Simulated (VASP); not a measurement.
**W: single point with PBE**

Crystal: W.

```
W
1.0
    -1.50767    1.50767    1.50767
     1.50767   -1.50767    1.50767
     1.50767    1.50767   -1.50767
W
1
Direct
  0.00000 0.00000 0.00000
```

This cell differs from its parent crystal: volume scaled by 0.85.

```yaml
Program: VASP 6.6.1
Task: single point
Functional: PBE
Potentials_or_basis: VASP PAW PBE potentials, release 64 (W_sv)
Cutoff: 520 eV
k_mesh: 19 × 19 × 19
Occupations: fermi-dirac, width 0.05 eV
Spin: no spin polarisation
```

```
Pressure               : 70.4 GPa
Band gap on the k mesh : zero (band 7 reaches 19.53 eV, above the bottom of band 8 at 12.16 eV)
```

Levels at points of the mesh, in eV from the Fermi level:
```
           k point  band 4  band 5  band 6  band 7  band 8  band 9  band 10  band 11
(0.00, 0.00, 0.00)  -37.33  -10.43   -1.53   -1.53   -1.53    2.58     2.58    14.80
```

Wall time 20 s on 1 thread of Intel(R) Xeon(R) Platinum 8488C (Sapphire Rapids) (shared host), peak memory 0.15 GiB.

Caveat: spin-orbit coupling is left out, which moves the levels of the heavy elements.
